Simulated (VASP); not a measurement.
# MgO (P-6m2) in VASP: notebook

The runs below take MgO through relaxation of cell and atoms, with LDA.

Everything below comes from runs of VASP 6.6.1. Logs are shortened: lines on timing, memory, paths and dates and some standing lists are left out, and cuts for length are marked.

### 1 The cell of the first run

The structure is hexagonal, space group P-6m2 (No. 187). The conventional cell has a = 2.938 Å, b = 2.938 Å, c = 2.680 Å, α = 90.00°, β = 90.00°, γ = 120.00°. Mg (site symmetry -6m2) has 6 O at 2.16 Å and 8 Mg at 2.68 to 2.94 Å within 3.0 Å. Within 3.0 Å of O (site symmetry -6m2) lie 6 Mg at 2.16 Å and 8 O at 2.68 to 2.94 Å.

### 2 Relaxation of cell and atoms, LDA, target pressure 30 GPa, at which the enthalpy is minimised

Input file INCAR:

```
  PREC = Accurate
  ENCUT = 600
  EDIFF = 1E-6
  ISMEAR = 0
  SIGMA = 0.01
  LREAL = False
  LASPH = True
  NELM = 80
  ALGO = Normal
  ISIF = 3
  LWAVE = False
  LCHARG = False
  GGA = CA
  IBRION = 2
  NSW = 80
  EDIFFG = -0.01
  PSTRESS = 300.0
```

Input file KPOINTS:

```
Automatic mesh
0
Gamma
  12 12 8
```

Input file POSCAR:

```
MgO
1.0
    2.9380210000      0.0000000000      0.0000000000
   -1.4690100000      2.5444010000      0.0000000000
    0.0000000000      0.0000000000      2.6796800000
Mg O
1 1
Direct
    0.0000000000      0.0000000000      0.0000000000
    0.3333333333      0.6666666667      0.5000000000
```

Potentials or basis: VASP PAW LDA potentials, release 64 (Mg, O).

Started as:

```sh
$ cat potpaw_LDA.64/Mg/POTCAR potpaw_LDA.64/O/POTCAR > POTCAR
$ mpirun -np 1 vasp_std > vasp.out
```

OUTCAR:

```text
PREC = Accurate
   ENCUT = 600
   EDIFF = 1E-6
   ISMEAR = 0
   LREAL = False
   LASPH = True
   NELM = 80
   ISIF = 3
   GGA = CA
   IBRION = 2
   NSW = 80
   EDIFFG = -0.01
   PSTRESS = 300.0

 ion  position               nearest neighbor table
   1  0.000  0.000  0.000-   2 2.16   2 2.16   2 2.16   2 2.16   2 2.16   2 2.16
   2  0.333  0.667  0.500-   1 2.16   1 2.16   1 2.16   1 2.16   1 2.16   1 2.16

  LATTYP: Found a hexagonal cell.
 ALAT       =     2.9380210000
 C/A-ratio  =     0.9120697231

  Lattice vectors:

 A1 = (   2.9380210000,   0.0000000000,   0.0000000000)
 A2 = (  -1.4690100000,   2.5444010000,   0.0000000000)
 A3 = (   0.0000000000,   0.0000000000,   2.6796800000)

Analysis of symmetry for initial positions (statically):
=====================================================================
 Subroutine PRICEL returns:
 Original cell was already a primitive cell.

 Routine SETGRP: Setting up the symmetry group for a
 hexagonal supercell.

 Subroutine GETGRP returns: Found 12 space group operations
 (whereof 12 operations were pure point group operations)
 out of a pool of 24 trial point group operations.

The static configuration has the point symmetry D_3h.

Analysis of symmetry for dynamics (positions and initial velocities):
=====================================================================
 Subroutine PRICEL returns:
 Original cell was already a primitive cell.

 Routine SETGRP: Setting up the symmetry group for a
 hexagonal supercell.

 Subroutine GETGRP returns: Found 12 space group operations
 (whereof 12 operations were pure point group operations)
 out of a pool of 24 trial point group operations.

The dynamic configuration has the point symmetry D_3h.

 Subroutine INISYM returns: Found 12 space group operations
 (whereof 12 operations are pure point group operations),
 and found     1 'primitive' translations

----------------------------------------------------------------------------------------

                                     Primitive cell

  volume of cell :      20.0320

  direct lattice vectors                    reciprocal lattice vectors
     2.938021000  0.000000000  0.000000000     0.340365164  0.196509839  0.000000000
    -1.469010000  2.544401000  0.000000000     0.000000000  0.393019811  0.000000000
     0.000000000  0.000000000  2.679680000     0.000000000  0.000000000  0.373178887

  length of vectors
     2.938021000  2.938020903  2.679680000     0.393019798  0.393019811  0.373178887

  position of ions in fractional coordinates (direct lattice)
     0.000000000  0.000000000  0.000000000
     0.333333333  0.666666667  0.500000000

  ion indices of the primitive-cell ions
   primitive index   ion index
                 1           1
                 2           2

----------------------------------------------------------------------------------------

 KPOINTS: Automatic mesh

Automatic generation of k-mesh.
 Grid dimensions read from file:
 generate k-points for:   12   12    8

 Generating k-lattice:

  Cartesian coordinates                     Fractional coordinates (reciprocal lattice)
     0.028363764  0.016375820  0.000000000     0.083333333  0.000000000  0.000000000
     0.000000000  0.032751651  0.000000000     0.000000000  0.083333333  0.000000000
     0.000000000  0.000000000  0.046647361     0.000000000  0.000000000  0.125000000

  Length of vectors
     0.032751650  0.032751651  0.046647361

  Shift w.r.t. Gamma in fractional coordinates (k-lattice)
     0.000000000  0.000000000  0.000000000

 Subroutine IBZKPT returns following result:
 ===========================================

 Found     95 irreducible k-points:

 Following reciprocal coordinates:
            Coordinates               Weight
  0.000000  0.000000  0.000000      1.000000
  0.083333 -0.000000  0.000000      6.000000
  0.166667  0.000000  0.000000      6.000000
  0.250000  0.000000  0.000000      6.000000
  0.333333  0.000000  0.000000      6.000000
  0.416667  0.000000  0.000000      6.000000
[... 16 lines left out ...]
  0.250000  0.000000  0.125000     12.000000
  0.333333  0.000000  0.125000     12.000000
 [... further k-points ...]
   k-points           NKPTS =     95   k-points in BZ     NKDIM =     95   number of bands    NBANDS=      8
   number of dos      NEDOS =    301   number of ions     NIONS =      2
   total plane-waves  NPLWV =  13824
   dimension x,y,z NGX =    24 NGY =   24 NGZ =   24
   dimension x,y,z NGXF=    48 NGYF=   48 NGZF=   48
   ions per type =               1   1
   NGX,Y,Z   is equivalent  to a cutoff of  13.58, 13.58, 14.89 a.u.
   NGXF,Y,Z  is equivalent  to a cutoff of  27.16, 27.16, 29.78 a.u.
 SYSTEM =  unknown system
   PREC   = accura    normal or accurate (medium, high low for compatibility)
   ISTART =      0    job   : 0-new  1-cont  2-samecut
   ICHARG =      2    charge: 1-file 2-atom 10-const
   ISPIN  =      1    spin polarized calculation?
   LNONCOLLINEAR =      F non collinear calculations
   LSORBIT =      F    spin-orbit coupling
   LASPH  =      T    aspherical Exc in radial PAW
   ENCUT  =  600.0 eV  44.10 Ry    6.64 a.u.   5.87  5.87  5.35*2*pi/ulx,y,z
   NELM   =     80;   NELMIN=  2; NELMDL= -5     # of ELM steps
   EDIFF  = 0.1E-05   stopping-criterion for ELM
   LREAL  =      F    real-space projection
   EDIFFG = -.1E-01   stopping-criterion for IOM
   NSW    =     80    number of steps for IOM
   IBRION =      2    ionic relax: 0-MD 1-quasi-New 2-CG
   NFREE  =      1    steps in history (QN), initial steepest desc. (CG)
   ISIF   =      3    stress and relaxation
   ISYM   =      2    0-nonsym 1-usesym 2-fastsym
   POTIM  = 0.5000    time-step for ionic-motion
   TEBEG  =    0.0;   TEEND  =   0.0 temperature during run
   PSTRESS=  300.0 pullay stress
   NELECT =       8.0000    total number of electrons
   NUPDOWN=      -1.0000    fix difference up-down
   EMIN   =  10.00;   EMAX   =-10.00  energy-range for DOS
   EFERMI =   0.00;   METHOD = LEGACY
   ISMEAR =     0;   SIGMA  =   0.01  broadening in eV -4-tet -1-fermi 0-gaus
   EFERMI_NEDOS =   21; number of points for ismear=-14 and -15
   IALGO  =     38    algorithm
   IMIX   =      4    mixing-type and parameters
     AMIX     =   0.40;   BMIX     =  1.00
     AMIX_MAG =   1.60;   BMIX_MAG =  1.00
  volume/ion in A,a.u.               =      10.02        67.59
  Fermi-wavevector in a.u.,A,eV,Ry     =   1.205583  2.278221 19.775113  1.453430
  Thomas-Fermi vector in A             =   2.341275
   LORBIT       =      0    0 simple, 1 ext, 2 COOP (PROOUT), +10 PAW based schemes
   GGA     = CA    functional components
   LHFCALC =     F    Hartree Fock is set to
   AEXX    =    0.0000 exact exchange contribution
   IVDW    =     0    specifies the selected vdW correction
   LEPSILON=     F    determine dielectric tensor
   LRPA    =     F    only Hartree local field effects (RPA)
 conjugate gradient relaxation of ions
 non-spin polarized calculation
 Gauss-broadening in eV      SIGMA  =   0.01
  energy-cutoff  :      600.00
  volume of cell :       20.03
 maximum number of plane-waves:       683
 NGX is ok and might be reduce to    24
   NGX = 11   NGY = 11   NGZ = 11

--------------------------------------- Ionic step        1  -------------------------------------------

 number of electron       7.9999996 magnetization

 Free energy of the ion-electron system (eV)
  ---------------------------------------------------
  ext. energy  EPLUGINS =         0.00000000
  ---------------------------------------------------
  free energy    TOTEN  =       -12.67853577 eV

  energy without entropy =      -12.67853577  energy(sigma->0) =      -12.67853577

------------------------ aborting loop because EDIFF is reached ----------------------------------------

  FORCE on cell =-STRESS in cart. coord.  units (eV):
  Direction    XX          YY          ZZ          XY          YZ          ZX
  --------------------------------------------------------------------------------------
  -------------------------------------------------------------------------------------
  Total       -1.3320861     -1.3320863     -1.5311743     -0.0000003      0.0000000      0.0000000
  in kB     -106.5416689   -106.5416838   -122.4649560     -0.0000209      0.0000000      0.0000000
  external PRESSURE =    -411.8494362 kB  Pullay stress =     300.0000000 kB
[... 289 lines left out ...]
  enthalpy is  TOTEN    =        -9.5217069682 eV   P V=        3.0252944549

--------------------------------------- Ionic step        9  -------------------------------------------

 number of electron       7.9999998 magnetization

 Free energy of the ion-electron system (eV)
  ---------------------------------------------------
  ext. energy  EPLUGINS =         0.00000000
  ---------------------------------------------------
  free energy    TOTEN  =       -12.53929990 eV

  energy without entropy =      -12.53929990  energy(sigma->0) =      -12.53929990

 E-fermi :   4.8038     XC(G=0): -12.2910

 val. band max:        4.7577431353   @ k =   0.0000   0.0000   0.5000
 cond. band min:       9.5900713582   @ k =   0.0000   0.0000   0.0000
 fundamental gap:      4.8323282229
 Fermi energy:         4.8037826570

 k-point     1 :       0.0000    0.0000    0.0000
  band No.  band energies     occupation
      1     -13.6200      2.00000
      2       4.1382      2.00000
      3       4.1382      2.00000
      4       4.2623      2.00000
      5       9.5901      0.00000
      6      17.0532      0.00000
      7      22.1770      0.00000
      8      22.1770      0.00000
[... 243 lines left out ...]
 k-point    24 :       0.3333    0.0000    0.1250
  band No.  band energies     occupation
      1     -12.2917      2.00000
      2       0.1026      2.00000
      3       3.5378      2.00000
      4       3.6803      2.00000
      5      12.4519      0.00000
      6      17.3197      0.00000
      7      20.4519      0.00000
      8      23.8985      0.00000

 [... further k-points ...]
[... 5 lines left out ...]
  --------------------------------------------------------------------------------------
  -------------------------------------------------------------------------------------
  Total        3.0173212      3.0173217      3.0162967      0.0000007      0.0000000      0.0000000
  in kB      299.9827084    299.9827545    299.8808552      0.0000651      0.0000000      0.0000000
  external PRESSURE =      -0.0512273 kB  Pullay stress =     300.0000000 kB
[... 17 lines left out ...]
  FREE ENERGIE OF THE ION-ELECTRON SYSTEM (eV)
  ---------------------------------------------------
  free  energy   TOTEN  =       -12.5392998958 eV

  energy  without entropy=      -12.5392998958  energy(sigma->0) =      -12.53929990

  enthalpy is  TOTEN    =        -9.5218047547 eV   P V=        3.0174951411

 reached required accuracy - stopping structural energy minimisation
```

Run time: 98 s. Hardware: 1 thread of Intel Xeon 8259CL, shared host; peak memory 0.16 GiB.

Results:

- Free energy: -12.5393 eV
- Relaxed volume: 8.06 Å³/atom
- Relaxed cell: a = 2.721 Å, b = 2.721 Å, c = 2.513 Å, α = 90.00°, β = 90.00°, γ = 120.00°
- Space group after relaxing (to 0.1 Å): P-6m2 (No. 187)
- Energy change on relaxing (the run minimises the enthalpy): +69.6 meV/atom
- Ionic steps: 9
- Pressure after relaxing: 30.0 GPa
- Band gap on the k mesh: 4.83 eV (least direct gap 5.33 eV)

The path:
```
step  energy change (eV)  largest force (eV/Å)  pressure (GPa)  volume (Å³)
   1              0.0000                0.0000          -11.18        20.03
   2              1.1810                0.0000          103.80        13.46
   3              0.1182                0.0000           28.08        16.26
   4              0.1338                0.0000           29.58        16.17
   5              0.1473                0.0000           30.85        16.10
   6              0.1580                0.0000           31.21        16.03
   7              0.1501                0.0000           30.99        16.06
   8              0.1315                0.0000           29.25        16.16
   9              0.1392                0.0000           29.99        16.12
```

Final structure:
```yaml
crystal:
  lattice:
    - [2.72133, 0.00000, 0.00000]
    - [-1.36066, 2.35674, 0.00000]
    - [0.00000, 0.00000, 2.51272]
  atoms:
    - { symbol: Mg, position: [0.00000, 0.00000, 0.00000] }
    - { symbol: O, position: [0.33333, 0.66667, 0.50000] }
```

Caveat: the cell is relaxed towards a set pressure, so the run minimises the enthalpy, not the energy; the volume moved by over 15 % at a fixed basis, so the end points are rough. A k mesh can miss the band edges.

### 3 Relaxation of cell and atoms, LDA, target pressure 40 GPa, at which the enthalpy is minimised

Input file INCAR:

```
SYSTEM = MgO
PREC = Accurate
ENCUT = 600
EDIFF = 1E-6
ISMEAR = 0
SIGMA = 0.01
LREAL = .FALSE.
LASPH = .TRUE.
NELM = 60
ALGO = Normal
ISIF = 3
LWAVE = .FALSE.
LCHARG = .FALSE.
GGA = CA
IBRION = 2
NSW = 80
EDIFFG = -0.01
PSTRESS = 400.0
```

Input file KPOINTS:

```
regular mesh
0
G
  12 12 8
  0 0 0
```

POSCAR is that of step 2.

Potentials or basis: VASP PAW LDA potentials, release 64 (Mg, O).

Started as:

```sh
$ cat potpaw_LDA.64/Mg/POTCAR potpaw_LDA.64/O/POTCAR > POTCAR
$ mpirun -np 1 vasp_std > vasp.out
```

Run time: 98 s. Hardware: 1 thread of Intel Xeon 8259CL, shared host; peak memory 0.16 GiB.

It converged, with:

| Property | Result |
| --- | --- |
| Free energy | -12.4243 eV |
| Relaxed volume | 7.79 Å³/atom |
| Relaxed cell | a = 2.689 Å, b = 2.689 Å, c = 2.489 Å, α = 90.00°, β = 90.00°, γ = 120.00° |
| Space group after relaxing (to 0.1 Å) | P-6m2 (No. 187) |
| Energy change on relaxing (the run minimises the enthalpy) | +127.1 meV/atom |
| Ionic steps | 9 |
| Pressure after relaxing | 40.0 GPa |
| Band gap on the k mesh | 5.14 eV (least direct gap 5.67 eV) |

The path:
| step | energy change (eV) | largest force (eV/Å) | pressure (GPa) | volume (Å³) |
| --- | --- | --- | --- | --- |
| 1 | 0.0000 | 0.0000 | -11.18 | 20.03 |
| 2 | 2.3181 | 0.0000 | 172.59 | 12.11 |
| 3 | 0.2026 | 0.0000 | 35.80 | 15.84 |
| 4 | 0.2394 | 0.0000 | 38.94 | 15.68 |
| 5 | 0.2593 | 0.0000 | 40.57 | 15.60 |
| 6 | 0.2741 | 0.0000 | 40.94 | 15.52 |
| 7 | 0.2631 | 0.0000 | 40.70 | 15.55 |
| 8 | 0.2469 | 0.0000 | 39.38 | 15.62 |
| 9 | 0.2542 | 0.0000 | 39.99 | 15.59 |

Final structure:
```
Mg O
1.0
     2.68880    0.00000    0.00000
    -1.34440    2.32857    0.00000
     0.00000    0.00000    2.48945
Mg O
1 1
Direct
  0.00000 0.00000 0.00000
  0.33333 0.66667 0.50000
```

Levels at points of the mesh, in eV from the valence-band top:
```
           k point  band 1  band 2  band 3  band 4  band 5  band 6  band 7  band 8
(0.00, 0.00, 0.00)  -18.61   -0.63   -0.63   -0.54    5.14   12.37   17.75   17.75
(0.50, 0.00, 0.00)  -16.84   -6.16   -1.53   -0.12    7.70   13.65   14.62   20.98
(0.00, 0.00, 0.50)  -16.92   -6.70    0.00    0.00   10.82   11.00   19.26   19.26
(0.50, 0.00, 0.50)  -15.72   -4.68   -4.37   -1.06    6.31   13.12   17.70   17.96
```

Caveat: the cell is relaxed towards a set pressure, so the run minimises the enthalpy, not the energy; the volume moved by over 15 % at a fixed basis, so the end points are rough. A k mesh can miss the band edges.
